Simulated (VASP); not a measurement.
# Ca (Fm-3m) in VASP: further runs, part 2 of 2

VASP 6.6.1.

**3. Single point, LDA**

This run uses another cell than the first one, of 43.63 Å³/atom.

Input file INCAR:

```
PREC = Accurate ; ENCUT = 520
EDIFF = 1E-6 ; ISMEAR = -1
SIGMA = 0.05 ; LREAL = False
LASPH = True ; NELM = 100
ALGO = Normal ; ISIF = 2
LWAVE = False ; LCHARG = False
NBANDS = 11
```

Input file KPOINTS:

```
Automatic mesh
0
Gamma
  8 8 8
```

Input file POSCAR:

```
Ca
1.0
    0.0000000000      2.7942000000      2.7942000000
    2.7942000000      0.0000000000      2.7942000000
    2.7942000000      2.7942000000      0.0000000000
Ca
1
Direct
    0.0000000000      0.0000000000      0.0000000000
```

Potentials or basis: VASP PAW LDA potentials, release 64 (Ca_sv).

The run is started by

```bash
> cat potpaw_LDA.64/Ca_sv/POTCAR > POTCAR
> mpirun -np 1 vasp_std > vasp.out
```

OUTCAR:

```text
PREC = Accurate
   ENCUT = 520
   EDIFF = 1E-6
   ISMEAR = -1
   LREAL = False
   LASPH = True
   NELM = 100
   ISIF = 2

 ion  position               nearest neighbor table
   1  0.000  0.000  0.000-

  LATTYP: Found a face centered cubic cell.
 ALAT       =     5.5884000000

  Lattice vectors:

 A1 = (   0.0000000000,   2.7942000000,   2.7942000000)
 A2 = (   2.7942000000,   0.0000000000,   2.7942000000)
 A3 = (   2.7942000000,   2.7942000000,   0.0000000000)

Analysis of symmetry for initial positions (statically):
=====================================================================
 Subroutine PRICEL returns:
 Original cell was already a primitive cell.

 Routine SETGRP: Setting up the symmetry group for a
 face centered cubic supercell.

 Subroutine GETGRP returns: Found 48 space group operations
 (whereof 48 operations were pure point group operations)
 out of a pool of 48 trial point group operations.

The static configuration has the point symmetry O_h .

Analysis of symmetry for dynamics (positions and initial velocities):
=====================================================================
 Subroutine PRICEL returns:
 Original cell was already a primitive cell.

 Routine SETGRP: Setting up the symmetry group for a
 face centered cubic supercell.

 Subroutine GETGRP returns: Found 48 space group operations
 (whereof 48 operations were pure point group operations)
 out of a pool of 48 trial point group operations.

The dynamic configuration has the point symmetry O_h .

 Subroutine INISYM returns: Found 48 space group operations
 (whereof 48 operations are pure point group operations),
 and found     1 'primitive' translations

----------------------------------------------------------------------------------------

                                     Primitive cell

  volume of cell :      43.6317

  direct lattice vectors                    reciprocal lattice vectors
[... 111 lines left out ...]
   LHFCALC =     F    Hartree Fock is set to
   AEXX    =    0.0000 exact exchange contribution
   IVDW    =     0    specifies the selected vdW correction
   LEPSILON=     F    determine dielectric tensor
   LRPA    =     F    only Hartree local field effects (RPA)
 non-spin polarized calculation
  energy-cutoff  :      520.00
  volume of cell :       43.63
 maximum number of plane-waves:      1211
 NGX is ok and might be reduce to    30
   NGX = 15   NGY = 15   NGZ = 15

 number of electron      10.0000000 magnetization

 number of electron       9.9999997 magnetization

 Free energy of the ion-electron system (eV)
  ---------------------------------------------------
  ext. energy  EPLUGINS =         0.00000000
  ---------------------------------------------------
  free energy    TOTEN  =        -2.17174922 eV

  energy without entropy =       -2.16022041  energy(sigma->0) =       -2.16598481

 E-fermi :   1.6227     XC(G=0):  -7.8566

 val. band max:        1.6005003975   @ k =  -0.3750   0.2500   0.1250
 cond. band min:       1.6863654986   @ k =  -0.3750   0.3750   0.0000
 fundamental gap:      0.0858651011
 Fermi energy:         1.6227292318

 k-point     1 :       0.0000    0.0000    0.0000
  band No.  band energies     occupation
      1     -39.9860      2.00000
      2     -21.1990      2.00000
      3     -21.1990      2.00000
      4     -21.1990      2.00000
      5      -2.3060      2.00000
      6       3.8217      0.00000
      7       3.8217      0.00000
      8       3.8217      0.00000
      9       4.8429      0.00000
     10       4.8429      0.00000
     11      10.7216      0.00000
[... 309 lines left out ...]
 k-point    24 :      -0.3750    0.2500    0.1250
  band No.  band energies     occupation
      1     -39.9715      2.00000
      2     -21.3090      2.00000
      3     -21.2499      2.00000
      4     -21.2274      2.00000
      5       1.2862      1.99762
      6       1.6005      1.21870
      7       3.0587      0.00000
      8       4.1249      0.00000
      9       5.3464      0.00000
     10       5.9112      0.00000
     11       6.2836      0.00000

 [... further k-points ...]

------------------------ aborting loop because EDIFF is reached ----------------------------------------

  FORCE on cell =-STRESS in cart. coord.  units (eV):
  Direction    XX          YY          ZZ          XY          YZ          ZX
  --------------------------------------------------------------------------------------
  -------------------------------------------------------------------------------------
  Total       -0.5869350     -0.5869350     -0.5869350      0.0000000      0.0000000      0.0000000
  in kB      -21.5525244    -21.5525244    -21.5525244      0.0000000      0.0000000      0.0000000
  external PRESSURE =     -21.5525244 kB  Pullay stress =       0.0000000 kB

 VOLUME and BASIS-vectors are now :
 -----------------------------------------------------------------------------
  energy-cutoff  :      520.00
  volume of cell :       43.63
      direct lattice vectors                 reciprocal lattice vectors
     0.000000000  2.794200000  2.794200000    -0.178942094  0.178942094  0.178942094
     2.794200000  0.000000000  2.794200000     0.178942094 -0.178942094  0.178942094
     2.794200000  2.794200000  0.000000000     0.178942094  0.178942094 -0.178942094

 POSITION                                       TOTAL-FORCE (eV/Angst)
 -----------------------------------------------------------------------------------
      0.00000      0.00000      0.00000         0.000000     -0.000000     -0.000000
 -----------------------------------------------------------------------------------
    total drift:                               -0.000000     -0.000000     -0.000000

  FREE ENERGIE OF THE ION-ELECTRON SYSTEM (eV)
  ---------------------------------------------------
  free  energy   TOTEN  =        -2.1717492166 eV

  energy  without entropy=       -2.1602204070  energy(sigma->0) =       -2.16598481
```

OSZICAR:

```text
N       E                     dE             d eps       ncg     rms          rms(c)
DAV:   1     0.662810785214E+02    0.66281E+02   -0.50387E+03   638   0.825E+02
DAV:   2    -0.577313749233E+00   -0.66858E+02   -0.66186E+02   713   0.206E+02
DAV:   3    -0.210164038052E+01   -0.15243E+01   -0.15107E+01   935   0.311E+01
DAV:   4    -0.218363105506E+01   -0.81991E-01   -0.81826E-01   861   0.559E+00
DAV:   5    -0.218456840862E+01   -0.93735E-03   -0.93729E-03   870   0.603E-01    0.230E+00
DAV:   6    -0.217481052355E+01    0.97579E-02   -0.12792E-02   804   0.122E+00    0.140E+00
DAV:   7    -0.217221812307E+01    0.25924E-02   -0.18120E-02   753   0.156E+00    0.100E-01
DAV:   8    -0.217174770474E+01    0.47042E-03   -0.20086E-03   767   0.419E-01    0.211E-02
DAV:   9    -0.217174852656E+01   -0.82182E-06   -0.78900E-05   807   0.801E-02    0.102E-02
DAV:  10    -0.217174921663E+01   -0.69007E-06   -0.68527E-06   944   0.170E-02
   1 F= -.21717492E+01 E0= -.21659848E+01  d E =-.115288E-01
```

stdout:

```text
POSCAR found type information on POSCAR Ca
 POSCAR found :  1 types and       1 ions
 scaLAPACK will be used
 LDA part: xc-table for (Slater(with rela. corr.)+CA(PZ))
 , standard interpolation
 POSCAR, INCAR and KPOINTS ok, starting setup
 FFT: planning ... GRIDC
 FFT: planning ... GRID_SOFT
 FFT: planning ... GRID
 WAVECAR not read
 entering main loop
```

Run time: 15 s. Hardware: 1 thread of AMD EPYC 7R13, shared host; peak memory 0.12 GiB.

Results:

```yaml
Free_energy: -2.1717 eV
Pressure: -2.2 GPa
Band_gap_on_the_k_mesh: zero (bands 5 and 6 overlap by 0.32 eV)
```

**4. Single point, LDA**

This run uses another cell than the first one, of 44.50 Å³/atom.

Input file INCAR:

```
SYSTEM = Ca
ALGO = Fast ; EDIFF = 1E-6
ENCUT = 520 ; ISIF = 2
ISMEAR = -1 ; LASPH = .TRUE.
LCHARG = .FALSE. ; LREAL = .FALSE.
LWAVE = .FALSE. ; NBANDS = 11
NELM = 60 ; PREC = Accurate
SIGMA = 0.05
```

Input file KPOINTS:

```
k-points
0
G
  8 8 8
  0 0 0
```

Input file POSCAR:

```
Ca
1.0
    0.0000000000      2.8127051751      2.8127051751
    2.8127051751      0.0000000000      2.8127051751
    2.8127051751      2.8127051751      0.0000000000
Ca
1
Direct
    0.0000000000      0.0000000000      0.0000000000
```

The run is started by

```bash
> cat potpaw_LDA.64/Ca_sv/POTCAR > POTCAR
> mpirun -np 1 vasp_std > vasp.out
```

Wall time 30 s (1 thread of AMD EPYC 7R13, shared host); peak memory 0.12 GiB.

Results (log left out):

```yaml
Free_energy: -2.1596 eV
Pressure: -2.4 GPa
Band_gap_on_the_k_mesh: zero (bands 5 and 6 overlap by 0.35 eV)
```

Levels at points of the mesh, in eV from the Fermi level:
```
           k point  band 3  band 4  band 5  band 6  band 7  band 8
(0.00, 0.00, 0.00)  -22.87  -22.87   -3.89    2.17    2.17    2.17
(0.50, 0.00, 0.00)  -22.89  -22.89   -0.98   -0.10    2.08    2.08
(0.50, 0.50, 0.00)  -22.91  -22.91   -0.41    0.56    0.95    3.81
```

**5. Single point, LDA**

This run uses another cell than the first one, of 46.25 Å³/atom.

Input file INCAR:

```
PREC     = Accurate       # precision mode
ENCUT    = 520            # plane-wave cutoff, eV
EDIFF    = 1E-6           # SCF threshold, eV
ISMEAR   = -1             # smearing method
SIGMA    = 0.05           # smearing width, eV
LREAL    = False          # projectors in reciprocal space
LASPH    = True           # aspherical terms in the spheres
NELM     = 60             # most SCF steps
ALGO     = Fast           # electronic algorithm
ISIF     = 2              # what is computed and relaxed
LWAVE    = False          # write WAVECAR
LCHARG   = False          # write CHGCAR
GGA      = CA             # functional
NBANDS   = 11             # bands
```

Input file KPOINTS:

```
Automatic mesh
0
Gamma
  8 8 8
```

Input file POSCAR:

```
Ca
1.0
    0.0000000000      2.8490021484      2.8490021484
    2.8490021484      0.0000000000      2.8490021484
    2.8490021484      2.8490021484      0.0000000000
Ca
1
Direct
    0.0000000000      0.0000000000      0.0000000000
```

Potentials or basis: VASP PAW LDA potentials, release 64 (Ca_sv).

The run is started by

```bash
> cat potpaw_LDA.64/Ca_sv/POTCAR > POTCAR
> mpirun -np 1 vasp_std > vasp.out
```

OUTCAR:

```text
PREC = Accurate
   ENCUT = 520
   EDIFF = 1E-6
   ISMEAR = -1
   LREAL = False
   LASPH = True
   NELM = 60
   ISIF = 2
   GGA = CA

 ion  position               nearest neighbor table
   1  0.000  0.000  0.000-

  LATTYP: Found a face centered cubic cell.
 ALAT       =     5.6980042968

  Lattice vectors:

 A1 = (   0.0000000000,   2.8490021484,   2.8490021484)
 A2 = (   2.8490021484,   0.0000000000,   2.8490021484)
[... 506 lines left out ...]
      1     -40.3277      2.00000
      2     -21.6453      2.00000
      3     -21.5981      2.00000
      4     -21.5801      2.00000
      5       1.0661      1.99776
      6       1.3752      1.29538
      7       2.8091      0.00000
      8       3.8076      0.00000
      9       4.9394      0.00000
     10       5.4665      0.00000
     11       5.7625      0.00000

 [... further k-points ...]
[... 5 lines left out ...]
  --------------------------------------------------------------------------------------
  -------------------------------------------------------------------------------------
  Total       -0.7933466     -0.7933466     -0.7933466     -0.0000000     -0.0000000     -0.0000000
  in kB      -27.4830677    -27.4830677    -27.4830677     -0.0000000     -0.0000000     -0.0000000
  external PRESSURE =     -27.4830677 kB  Pullay stress =       0.0000000 kB

 VOLUME and BASIS-vectors are now :
 -----------------------------------------------------------------------------
  energy-cutoff  :      520.00
  volume of cell :       46.25
      direct lattice vectors                 reciprocal lattice vectors
     0.000000000  2.849002148  2.849002148    -0.175500043  0.175500043  0.175500043
     2.849002148  0.000000000  2.849002148     0.175500043 -0.175500043  0.175500043
     2.849002148  2.849002148  0.000000000     0.175500043  0.175500043 -0.175500043

 POSITION                                       TOTAL-FORCE (eV/Angst)
 -----------------------------------------------------------------------------------
      0.00000      0.00000      0.00000         0.000000      0.000000     -0.000000
 -----------------------------------------------------------------------------------
    total drift:                               -0.000000     -0.000000     -0.000000

  FREE ENERGIE OF THE ION-ELECTRON SYSTEM (eV)
  ---------------------------------------------------
  free  energy   TOTEN  =        -2.1319495145 eV

  energy  without entropy=       -2.1199063386  energy(sigma->0) =       -2.12592793
```

Run time: 29 s. Hardware: 1 thread of AMD EPYC 7R13, shared host; peak memory 0.12 GiB.

What came out:

```
Free energy            : -2.1319 eV
Pressure               : -2.7 GPa
Band gap on the k mesh : zero (bands 5 and 6 overlap by 0.39 eV)
```

**6. Summary**

```tsv
cell	gap on the mesh (eV)	pressure (GPa)
a = 3.925 Å, angles 60.0°, 1 atom	none	-1.9
a = 3.952 Å, angles 60.0°, 1 atom	none	-2.2
a = 3.978 Å, angles 60.0°, 1 atom	none	-2.4
a = 4.029 Å, angles 60.0°, 1 atom	none	-2.7
```

Alike in all rows: task single point; level LDA; potentials or basis VASP PAW LDA potentials, release 64 (Ca_sv); no spin polarisation; k mesh 8 × 8 × 8; cutoff (eV) 520; smearing fermi-dirac 0.05 eV.

Absolute energies hang on the potentials; compare differences alone.
